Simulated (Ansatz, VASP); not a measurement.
# GaP: VASP beside Ansatz

```xyz
2
Lattice="0.0000 2.5072 2.9433 2.5072 0.0000 2.9433 2.5072 2.5072 0.0000" Properties=species:S:1:pos:R:3 pbc="T T T"
Ga    0.0000    0.0000    0.0000
P     3.7608    3.7608    4.4149
```

Change from the starting cell: strain -0.080 along x and y, +0.080 along z, atoms carried along.

Alike in both runs: task single point; functional PBEsol; k mesh 8 × 8 × 8; occupations gaussian, width 0.05 eV; no spin polarisation.

```csv
,VASP,Ansatz
version,VASP 6.6.1,Ansatz 0.2.0
potentials or method,"VASP PAW PBE potentials, release 64 (Ga_d, P), cutoff 520 eV","scalar-relativistic, plane waves, PAW"
valence electrons in the cell,18,18
```

VASP gave:

```
gap on the k mesh at the Fermi level (eV)                     : 0.54
least direct gap on the mesh (eV)                             : 1.60
pressure (GPa)                                                : 7.6
traceless stress, the component that is largest in VASP (GPa) : -10.74
```

Q: Estimate Ansatz's values.

A: gap on the k mesh at the Fermi level (eV): 0.54; least direct gap on the mesh (eV): 1.59; pressure (GPa): 7.8; traceless stress, the component that is largest in VASP (GPa): -10.70.

VASP's potentials were made for PBE, not for PBEsol. The functional is the same, so the differences come from potentials, cutoffs and numerics.
